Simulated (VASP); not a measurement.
Crystal: Au.

```
Au
1.0
     0.00000    2.04000    2.04000
     2.04000    0.00000    2.04000
     2.04000    2.04000    0.00000
Au
1
Direct
  0.00000 0.00000 0.00000
```

* Program: VASP 6.6.1
* Task: relaxation of cell and atoms
* Functional: PBE
* Potentials or basis: VASP PAW PBE potentials, release 64 (Au)
* Cutoff: 500 eV
* k mesh: 8 × 8 × 8
* Occupations: gaussian, width 0.1 eV
* Spin: no spin polarisation

At the start: pressure 10.1 GPa; volume 16.98 Å³/atom.

Question: Where does the relaxation end?

Answer: Over 3 steps the energy falls by 31.0 meV/atom and the volume is 18.06 Å³/atom (+6.4 %); space group Fm-3m (No. 225, to 0.1 Å) before and after.

Step by step:
| step | energy change (eV) | largest force (eV/Å) | pressure (GPa) | volume (Å³) |
| --- | --- | --- | --- | --- |
| 1 | 0.0000 | 0.0000 | 10.06 | 16.98 |
| 2 | 0.0250 | 0.0000 | -9.51 | 19.74 |
| 3 | -0.0310 | 0.0000 | -0.18 | 18.06 |

Final structure:
```
CELL_PARAMETERS angstrom
0.00000 2.08256 2.08256
2.08256 0.00000 2.08256
2.08256 2.08256 0.00000
ATOMIC_POSITIONS crystal
Au 0.00000 0.00000 0.00000
```
